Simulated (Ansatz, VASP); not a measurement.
AlGaN2 in VASP and in Ansatz

```
Al Ga N
1.0
     3.11521    0.00000    0.00000
     0.00000    3.11521    0.00000
     0.00000    0.00000    4.38394
Al Ga N
1 1 2
Direct
  0.50000 0.50000 0.50000
  0.00000 0.00000 0.00000
  0.50000 0.00000 0.74007
  0.00000 0.50000 0.25993
```

Alike in both runs: task relaxation of the atoms; functional LDA; k mesh 8 × 8 × 6; occupations gaussian, width 0.05 eV; no spin polarisation.

```csv
,VASP,Ansatz
version,VASP 6.6.1,Ansatz 0.2.0
potentials or method,"VASP PAW LDA potentials, release 64 (Al, Ga_d, N), cutoff 520 eV","scalar-relativistic, plane waves, PAW"
valence electrons in the cell,26,26
```

|  | VASP | Ansatz | Ansatz less VASP |
| --- | --- | --- | --- |
| gap on the k mesh at the Fermi level, each at its own relaxed structure (eV) | 3.07 | 3.06 | -0.007 |

Ansatz warns that its potentials were made for another functional, while VASP's fit it. LDA's correlation is that of Perdew and Zunger in VASP and of Perdew and Wang (1992) in Ansatz. Ansatz's warnings: stress scf threshold loose.
